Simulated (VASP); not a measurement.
# Na (P6_3/mmc) in VASP: notebook, part 2 of 3

VASP 6.6.1.

## 3. Relaxation of cell and atoms, PBEsol, target pressure 15 GPa, at which the enthalpy is minimised

The input, INCAR:

```
SYSTEM = Na
PREC     = Accurate       ! precision mode
ENCUT    = 600            ! plane-wave cutoff, eV
EDIFF    = 1E-6           ! SCF threshold, eV
ISMEAR   = -1             ! smearing method
SIGMA    = 0.08           ! smearing width, eV
LREAL    = .False.        ! projectors in reciprocal space
LASPH    = .True.         ! aspherical terms in the spheres
NELM     = 100            ! most SCF steps
ALGO     = Normal         ! electronic algorithm
ISIF     = 3              ! what is computed and relaxed
LWAVE    = .False.        ! write WAVECAR
LCHARG   = .False.        ! write CHGCAR
GGA      = PS             ! functional
IBRION   = 2              ! ionic algorithm
NSW      = 100            ! ionic steps
EDIFFG   = -0.002         ! ionic threshold
PSTRESS  = 150.0
```

The input, KPOINTS:

```
regular mesh
0
Gamma
  14 14 8
  0 0 0
```

The input, POSCAR:

```
Na
1.0
    3.7173450343      0.0000000000      0.0000000000
   -1.8586725172      3.2193152344      0.0000000000
    0.0000000000      0.0000000000      6.0723777727
Na
2
Direct
    0.3333333333      0.6666666667      0.2500000000
    0.6666666667      0.3333333333      0.7500000000
```

Potentials or basis: VASP PAW PBE potentials, release 64 (Na_pv).

Command:

```
cat potpaw_PBE.64/Na_pv/POTCAR > POTCAR
mpirun -np 1 vasp_std > vasp.out
```

OUTCAR:

```text
SYSTEM = Na
   PREC = Accurate
   ENCUT = 600
   EDIFF = 1E-6
   ISMEAR = -1
   LREAL = .False.
   LASPH = .True.
   NELM = 100
   ISIF = 3
   GGA = PS
   IBRION = 2
   NSW = 100
   EDIFFG = -0.002
   PSTRESS = 150.0

 ion  position               nearest neighbor table
   1  0.333  0.667  0.250-
   2  0.667  0.333  0.750-

  LATTYP: Found a hexagonal cell.
 ALAT       =     3.7173450343
 C/A-ratio  =     1.6335254642

  Lattice vectors:

 A1 = (   3.7173450343,   0.0000000000,   0.0000000000)
 A2 = (  -1.8586725172,   3.2193152344,   0.0000000000)
 A3 = (   0.0000000000,   0.0000000000,   6.0723777727)

Analysis of symmetry for initial positions (statically):
=====================================================================
 Subroutine PRICEL returns:
 Original cell was already a primitive cell.

 Routine SETGRP: Setting up the symmetry group for a
 hexagonal supercell.

 Subroutine GETGRP returns: Found 24 space group operations
 (whereof 12 operations were pure point group operations)
 out of a pool of 24 trial point group operations.

The static configuration has the point symmetry D_3d.
 The point group associated with its full space group is D_6h.

Analysis of symmetry for dynamics (positions and initial velocities):
=====================================================================
 Subroutine PRICEL returns:
 Original cell was already a primitive cell.

 Routine SETGRP: Setting up the symmetry group for a
 hexagonal supercell.

 Subroutine GETGRP returns: Found 24 space group operations
 (whereof 12 operations were pure point group operations)
 out of a pool of 24 trial point group operations.

The dynamic configuration has the point symmetry D_3d.
 The point group associated with its full space group is D_6h.

 Subroutine INISYM returns: Found 24 space group operations
 (whereof 12 operations are pure point group operations),
 and found     1 'primitive' translations

----------------------------------------------------------------------------------------

                                     Primitive cell

  volume of cell :      72.6700

  direct lattice vectors                    reciprocal lattice vectors
     3.717345034  0.000000000  0.000000000     0.269009196  0.155312532  0.000000000
    -1.858672517  3.219315234  0.000000000     0.000000000  0.310625064  0.000000000
     0.000000000  0.000000000  6.072377773     0.000000000  0.000000000  0.164680136

  length of vectors
     3.717345034  3.717345034  6.072377773     0.310625064  0.310625064  0.164680136

  position of ions in fractional coordinates (direct lattice)
     0.333333333  0.666666667  0.250000000
     0.666666667  0.333333333  0.750000000

  ion indices of the primitive-cell ions
   primitive index   ion index
                 1           1
[... 57 lines left out ...]
   total plane-waves  NPLWV =  45000
   dimension x,y,z NGX =    30 NGY =   30 NGZ =   50
   dimension x,y,z NGXF=    60 NGYF=   60 NGZF=  100
   ions per type =               2
   NGX,Y,Z   is equivalent  to a cutoff of  13.42, 13.42, 13.69 a.u.
   NGXF,Y,Z  is equivalent  to a cutoff of  26.83, 26.83, 27.38 a.u.
 SYSTEM =  Na
   PREC   = accura    normal or accurate (medium, high low for compatibility)
   ISTART =      0    job   : 0-new  1-cont  2-samecut
   ICHARG =      2    charge: 1-file 2-atom 10-const
   ISPIN  =      1    spin polarized calculation?
   LNONCOLLINEAR =      F non collinear calculations
   LSORBIT =      F    spin-orbit coupling
   LASPH  =      T    aspherical Exc in radial PAW
   ENCUT  =  600.0 eV  44.10 Ry    6.64 a.u.   7.42  7.42 12.13*2*pi/ulx,y,z
   NELM   =    100;   NELMIN=  2; NELMDL= -5     # of ELM steps
   EDIFF  = 0.1E-05   stopping-criterion for ELM
   LREAL  =      F    real-space projection
   EDIFFG = -.2E-02   stopping-criterion for IOM
   NSW    =    100    number of steps for IOM
   IBRION =      2    ionic relax: 0-MD 1-quasi-New 2-CG
   NFREE  =      1    steps in history (QN), initial steepest desc. (CG)
   ISIF   =      3    stress and relaxation
   ISYM   =      2    0-nonsym 1-usesym 2-fastsym
   POTIM  = 0.5000    time-step for ionic-motion
   TEBEG  =    0.0;   TEEND  =   0.0 temperature during run
   PSTRESS=  150.0 pullay stress
   NELECT =      14.0000    total number of electrons
   NUPDOWN=      -1.0000    fix difference up-down
   EMIN   =  10.00;   EMAX   =-10.00  energy-range for DOS
   EFERMI =   0.00;   METHOD = LEGACY
   ISMEAR =    -1;   SIGMA  =   0.08  broadening in eV -4-tet -1-fermi 0-gaus
   EFERMI_NEDOS =   21; number of points for ismear=-14 and -15
   IALGO  =     38    algorithm
   IMIX   =      4    mixing-type and parameters
     AMIX     =   0.40;   BMIX     =  1.00
     AMIX_MAG =   1.60;   BMIX_MAG =  1.00
  volume/ion in A,a.u.               =      36.33       245.20
  Fermi-wavevector in a.u.,A,eV,Ry     =   0.945509  1.786753 12.163442  0.893988
  Thomas-Fermi vector in A             =   2.073418
   LORBIT       =      0    0 simple, 1 ext, 2 COOP (PROOUT), +10 PAW based schemes
   GGA     = PS    functional components
   LHFCALC =     F    Hartree Fock is set to
   AEXX    =    0.0000 exact exchange contribution
   IVDW    =     0    specifies the selected vdW correction
   LEPSILON=     F    determine dielectric tensor
   LRPA    =     F    only Hartree local field effects (RPA)
 conjugate gradient relaxation of ions
 non-spin polarized calculation
  energy-cutoff  :      600.00
  volume of cell :       72.67
 maximum number of plane-waves:      2460
 NGX is ok and might be reduce to    30
   NGX = 15   NGY = 15   NGZ = 25

--------------------------------------- Ionic step        1  -------------------------------------------

 number of electron      14.0000022 magnetization

 Free energy of the ion-electron system (eV)
  ---------------------------------------------------
  ext. energy  EPLUGINS =         0.00000000
  ---------------------------------------------------
  free energy    TOTEN  =        -2.81089043 eV

  energy without entropy =       -2.79173389  energy(sigma->0) =       -2.80131216

------------------------ aborting loop because EDIFF is reached ----------------------------------------

  FORCE on cell =-STRESS in cart. coord.  units (eV):
  Direction    XX          YY          ZZ          XY          YZ          ZX
  --------------------------------------------------------------------------------------
  -------------------------------------------------------------------------------------
  Total        0.0108248      0.0108248      0.0110005     -0.0000000      0.0000000     -0.0000000
  in kB        0.2386566      0.2386566      0.2425319     -0.0000000      0.0000000     -0.0000000
  external PRESSURE =    -149.7600516 kB  Pullay stress =     150.0000000 kB
[... 97 lines left out ...]
  energy  without entropy=       -1.8627361792  energy(sigma->0) =       -1.86971297

  enthalpy is  TOTEN    =         1.8335199800 eV   P V=        3.7102097378

[... ionic steps 4 to 15 ...]

--------------------------------------- Ionic step       16  -------------------------------------------

 number of electron      14.0000005 magnetization

------------------------ aborting loop because EDIFF is reached ----------------------------------------
[... 71 lines left out ...]
--------------------------------------- Ionic step       18  -------------------------------------------

 number of electron      14.0000005 magnetization

 Free energy of the ion-electron system (eV)
  ---------------------------------------------------
  ext. energy  EPLUGINS =         0.00000000
  ---------------------------------------------------
  free energy    TOTEN  =        -1.85940633 eV

  energy without entropy =       -1.84548958  energy(sigma->0) =       -1.85244796

 E-fermi :   2.9067     XC(G=0):  -8.4612

 val. band max:        2.8323397507   @ k =   0.2143   0.0714   0.2500
 cond. band min:       2.9246298775   @ k =   0.2857   0.2143   0.3750
 fundamental gap:      0.0922901269
 Fermi energy:         2.9066676808

 k-point     1 :       0.0000    0.0000    0.0000
  band No.  band energies     occupation
      1     -22.0496      2.00000
      2     -21.8016      2.00000
      3     -21.8016      2.00000
      4     -21.7694      2.00000
      5     -21.7689      2.00000
      6     -21.7689      2.00000
      7      -2.0035      2.00000
      8       3.5566      0.00059
      9       4.5410      0.00000
     10      16.8994      0.00000
     11      16.8994      0.00000
[... 309 lines left out ...]
 k-point    24 :       0.3571    0.2857    0.0000
  band No.  band energies     occupation
      1     -21.9799      2.00000
      2     -21.9357      2.00000
      3     -21.9298      2.00000
      4     -21.8816      2.00000
      5     -21.8799      2.00000
      6     -21.8580      2.00000
      7       4.2237      0.00000
      8       4.8418      0.00000
      9       5.9402      0.00000
     10       8.8546      0.00000
     11       9.6084      0.00000

 [... further k-points ...]
[... 5 lines left out ...]
  --------------------------------------------------------------------------------------
  -------------------------------------------------------------------------------------
  Total        3.6967178      3.6967178      3.6962935     -0.0000000     -0.0000000     -0.0000000
  in kB      150.1595954    150.1595954    150.1423616     -0.0000000     -0.0000000     -0.0000000
  external PRESSURE =       0.1538508 kB  Pullay stress =     150.0000000 kB
[... 21 lines left out ...]
  energy  without entropy=       -1.8454895789  energy(sigma->0) =       -1.85244796

  enthalpy is  TOTEN    =         1.8333824712 eV   P V=        3.6927888047

 reached required accuracy - stopping structural energy minimisation
```

Wall time 17 min (1 thread of AMD EPYC 7R13, shared host); peak memory 0.23 GiB.

What came out:

| Property | Result |
| --- | --- |
| Free energy | -1.8594 eV |
| Relaxed volume | 19.72 Å³/atom |
| Relaxed cell | a = 3.030 Å, b = 3.030 Å, c = 4.962 Å, α = 90.00°, β = 90.00°, γ = 120.00° |
| Space group after relaxing (to 0.1 Å) | P6_3/mmc (No. 194) |
| Energy change on relaxing (the run minimises the enthalpy) | +475.7 meV/atom |
| Ionic steps | 18 |
| Pressure after relaxing | 15.0 GPa |
| Band gap on the k mesh | zero (bands 7 and 8 overlap by 5.82 eV) |

Step by step:
| step | energy change (eV) | largest force (eV/Å) | pressure (GPa) | volume (Å³) |
| --- | --- | --- | --- | --- |
| 1 | 0.0000 | 0.0000 | 0.02 | 72.67 |
| 2 | 0.7018 | 0.0000 | 11.20 | 42.48 |
| 3 | 0.9342 | 0.0000 | 14.76 | 39.63 |
| 4 | 0.9843 | 0.0000 | 15.58 | 39.10 |
| 5 | 0.9453 | 0.0000 | 14.87 | 39.51 |
| 6 | 0.9528 | 0.0000 | 15.05 | 39.43 |
| 7 | 0.9506 | 0.0000 | 15.00 | 39.45 |
| 8 | 0.9499 | 0.0000 | 14.95 | 39.46 |
| 9 | 0.9531 | 0.0000 | 15.05 | 39.43 |
| 10 | 0.9512 | 0.0000 | 15.01 | 39.45 |
| 11 | 0.9515 | 0.0000 | 15.00 | 39.44 |
| 12 | 0.9523 | 0.0000 | 15.03 | 39.43 |
| 13 | 0.9520 | 0.0000 | 15.05 | 39.44 |
| 14 | 0.9517 | 0.0000 | 15.04 | 39.44 |
| 15 | 0.9516 | 0.0000 | 15.01 | 39.44 |
| 16 | 0.9516 | 0.0000 | 15.02 | 39.44 |
| 17 | 0.9516 | 0.0000 | 15.02 | 39.44 |
| 18 | 0.9515 | 0.0000 | 15.02 | 39.44 |

Final structure:
```xyz
2
Lattice="3.0296 0.0000 0.0000 -1.5148 2.6237 0.0000 0.0000 0.0000 4.9623" Properties=species:S:1:pos:R:3 pbc="T T T"
Na    0.0000    1.7491    1.2406
Na    1.5148    0.8746    3.7217
```

Caveat: the cell is relaxed towards a set pressure, so the run minimises the enthalpy, not the energy; the volume moved by over 15 % at a fixed basis, so the end points are rough; the PAW data sets were made with another functional, which shifts forces and pressure a little.

[end of part 2 of 3]

The gap in the log of VASP goes by the Fermi energy; the results here count the filled bands.